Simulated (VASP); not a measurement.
**InAs (zincblende type): single point with r2SCAN**

InAs (zincblende type):

```xyz
2
Lattice="0.0000 2.6327 2.6327 2.6327 0.0000 2.6327 2.6327 2.6327 0.0000" Properties=species:S:1:pos:R:3 pbc="T T T"
In    0.0000    0.0000    0.0000
As    1.3164    1.3164    1.3164
```

This cell differs from its parent crystal: volume scaled by 0.64.

- Program: VASP 6.6.1
- Task: single point
- Functional: r2SCAN
- Potentials or basis: VASP PAW PBE potentials, release 64 (In_d, As)
- Cutoff: 520 eV
- k mesh: 11 × 11 × 11
- Occupations: fermi-dirac, width 0.1 eV
- Spin: no spin polarisation
- Dipole correction: no
- Further INCAR settings: ALGO = Normal; EDIFF = 1e-06; NBANDS = 16

```
Pressure               : 71.1 GPa
Band gap on the k mesh : 0.88 eV, indirect (least direct gap 2.32 eV)
```

Levels at points of the mesh, in eV from the valence-band top:
| k point | band 5 | band 6 | band 7 | band 8 | band 9 | band 10 | band 11 | band 12 | band 13 | band 14 |
| --- | --- | --- | --- | --- | --- | --- | --- | --- | --- | --- |
| (0.00, 0.00, 0.00) | -16.17 | -16.13 | 0.00 | 0.00 | 0.00 | 2.32 | 4.13 | 4.13 | 4.13 | 9.84 |

Wall time 50 s on 1 thread of Intel(R) Xeon(R) 6975P-C (Granite Rapids), with other jobs on the host, peak memory 0.18 GiB.

Caveat: the PAW data sets were made with another functional, which shifts forces and pressure a little; spin-orbit coupling is left out, which moves the levels of the heavy elements. A k mesh can miss the band edges.
